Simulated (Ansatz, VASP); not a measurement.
## Zn in VASP and in Ansatz

INCAR

```
SYSTEM = Zn
ALGO = Fast
EDIFF = 1E-6
ENCUT = 520
ISIF = 2
ISMEAR = 0
LASPH = .True.
LCHARG = .False.
LREAL = .False.
LWAVE = .False.
NBANDS = 12
NELM = 100
PREC = Accurate
SIGMA = 0.15
```

The input KPOINTS:

```
k-points
0
Gamma
  22 22 22
  0 0 0
```

Contents of POSCAR:

```
Zn
1.0
   -0.7070610975      1.6644334438      1.6644334438
    1.6644334438     -0.7070610975      1.6644334438
    1.6644334438      1.6644334438     -0.7070610975
Zn
1
Direct
    0.0000000000      0.0000000000      0.0000000000
```

Input for Ansatz:

```yaml
crystal:
  lattice:
    - [-0.7070610975, 1.6644334438, 1.6644334438]
    - [1.6644334438, -0.7070610975, 1.6644334438]
    - [1.6644334438, 1.6644334438, -0.7070610975]
  atoms:
    - { symbol: Zn, position: [0.0, 0.0, 0.0] }
basis:
  ecutwfc: 520.0
kpoints:
  mp_grid: { grid: [22, 22, 22] }
hamiltonian:
  xc: lda
  pseudopotentials: { kind: paw }
scf:
  occupations: { method: gaussian, width: 0.15 }
output:
  forces: true
  stress: true
  eigenvalues: true
```

Alike in both runs: task single point; functional LDA; k mesh 22 × 22 × 22; occupations gaussian, width 0.15 eV; no spin polarisation.

|  | VASP | Ansatz |
| --- | --- | --- |
| version | VASP 6.6.1 | Ansatz 0.2.0 |
| potentials or method | VASP PAW LDA potentials, release 64 (Zn), cutoff 520 eV | scalar-relativistic, plane waves, PAW |
| valence electrons in the cell | 12 | 12 |

|  | VASP | Ansatz | Ansatz less VASP |
| --- | --- | --- | --- |
| gap on the k mesh at the Fermi level (eV) | none | none | - |
| pressure (GPa) | 7.5 | 6.9 | -0.61 |
| traceless stress, the component that is largest in VASP (GPa) | 1.60 | 1.56 | -0.044 |

LDA's correlation is that of Perdew and Zunger in VASP and of Perdew and Wang (1992) in Ansatz. A gap of «none» marks a metal or a gap that the smearing closes.
